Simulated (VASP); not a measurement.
Set up this calculation in VASP 6.6.1, as the native input.

```
Task                   : single point
Functional             : PBE
Potentials or basis    : VASP PAW PBE potentials, release 64 (W_sv)
Cutoff                 : 520 eV
k mesh                 : 18 × 18 × 18
Occupations            : gaussian, width 0.1 eV
Spin                   : no spin polarisation
Dipole correction      : no
Further INCAR settings : ALGO = Fast; EDIFF = 1e-07; NBANDS = 13
```

The structure of W lies in POSCAR:

```
W
1.0
   -1.6509533070      1.6509533070      1.6509533070
    1.6509533070     -1.6509533070      1.6509533070
    1.6509533070      1.6509533070     -1.6509533070
W
1
Direct
    0.0000000000      0.0000000000      0.0000000000
```

This cell differs from its parent crystal: strained.

The input as run:

INCAR

```
SYSTEM = W
  PREC = Accurate
  ENCUT = 520
  EDIFF = 1E-7
  ISMEAR = 0
  SIGMA = 0.1
  LREAL = .False.
  LASPH = .True.
  NELM = 60
  ALGO = Fast
  ISIF = 2
  LWAVE = .False.
  LCHARG = .True.
  GGA = PE
  LELF = .True.
  LVHAR = .True.
  NBANDS = 13
```

KPOINTS

```
Automatic mesh
0
Gamma
  18 18 18
  0 0 0
```

Potentials or basis: VASP PAW PBE potentials, release 64 (W_sv).

Launch:

```sh
$ cat potpaw_PBE.64/W_sv/POTCAR > POTCAR
$ mpirun -np 1 vasp_std > vasp.out
```

Results of the run:

The pressure is -26.0 GPa. The band gap on the k mesh is zero (band 7 reaches 13.99 eV, above the bottom of band 8 at 8.65 eV).

Caveat: the cell differs from its parent crystal (strained); spin-orbit coupling is left out, which moves the levels of the heavy elements.

Wall time 66 s on 1 thread of Intel Xeon 8259CL, on a shared host, peak memory 0.17 GiB.
